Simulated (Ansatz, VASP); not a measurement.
One calculation of Be2ZnO3, two programs

```
Be Zn O
1.0
     3.83296    0.00000    0.00000
    -1.91648    3.31944    0.00000
     0.00000    0.00000    5.46068
Be Zn O
2 1 3
Direct
  0.66667 0.33333 0.26097
  0.66667 0.33333 0.73903
  0.33333 0.66667 0.50000
  0.00000 0.00000 0.64223
  0.00000 0.00000 0.35777
  0.66667 0.33333 0.00000
```

Alike in both runs: functional PBE; k mesh 4 × 4 × 2; occupations gaussian, width 0.15 eV; no spin polarisation.

Ansatz relaxed the structure, and its values are those at the end. VASP's run is a single point on that final structure, the one shown.

|  | VASP | Ansatz |
| --- | --- | --- |
| version | VASP 6.6.1 | Ansatz 0.2.0 |
| potentials or method | VASP PAW PBE potentials, release 64 (Be, Zn, O), cutoff 600 eV | scalar-relativistic, plane waves, PAW |
| valence electrons in the cell | 34 | 34 |

```csv
,VASP,Ansatz,Ansatz less VASP
gap on the k mesh at the Fermi level (eV),0.62,0.64,+0.015
least direct gap on the mesh (eV),1.27,1.27,+0.004
pressure (GPa),-0.1,0.0,+0.07
rms of the force components (eV/Å),0.032,0.019,-0.0130
```

With one functional, cell and mesh, what is left measures potentials, basis and numerics.

The k mesh is coarse, so the values compare programs but aren't converged.
